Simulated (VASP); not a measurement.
Cu3GeS4, 8 atoms in the cell. It takes space group I-42m (No. 121, tetragonal). The conventional cell has a = 5.222 Å, b = 5.222 Å, c = 10.429 Å, α = 90.00°, β = 90.00°, γ = 90.00°. Cu (site symmetry -42m) has 4 S at 2.27 Å within 3.0 Å. Cu (site symmetry -4) has 4 S at 2.22 Å within 2.9 Å. Ge (site symmetry -42m) has 4 S at 2.33 Å within 3.1 Å. Within 2.9 Å of S (site symmetry m) lie 3 Cu at 2.22 to 2.27 Å and 1 Ge at 2.33 Å. 

| Property | Result |
| --- | --- |
| Program | VASP 6.6.1 |
| Task | single point |
| Functional | r2SCAN |
| Potentials or basis | VASP PAW PBE potentials, release 64 (Cu, Ge_d, S) |
| Cutoff | 520 eV |
| k mesh | 5 × 5 × 5 |
| Occupations | fermi-dirac, width 0.1 eV |
| Spin | collinear spin, zero start |
| Starting moments | [0.0, 0.0, 0.0, 0.0, 0.0, 0.0, 0.0, 0.0] μB |
| Dipole correction | no |
| Further INCAR settings | ALGO = Normal; EDIFF = 1e-06; NBANDS = 50 |

Potentials or basis: VASP PAW PBE potentials, release 64 (Cu, Ge_d, S).

Run with:

```console
$ cat potpaw_PBE.64/Cu/POTCAR potpaw_PBE.64/Ge_d/POTCAR potpaw_PBE.64/S/POTCAR > POTCAR
$ cp INCAR.step1 INCAR
$ mpirun -np 1 vasp_std > vasp.out
$ cp INCAR.step2 INCAR
$ mpirun -np 1 vasp_std > vasp.out
```

Hardware: 1 thread of Intel Xeon 8259CL, on a shared host.

Task: Estimate the wall time of this run.

Result: Run time: 29 min on 1 thread of Intel Xeon 8259CL, with other jobs on the host, peak memory 0.47 GiB. Counts: k points 18.
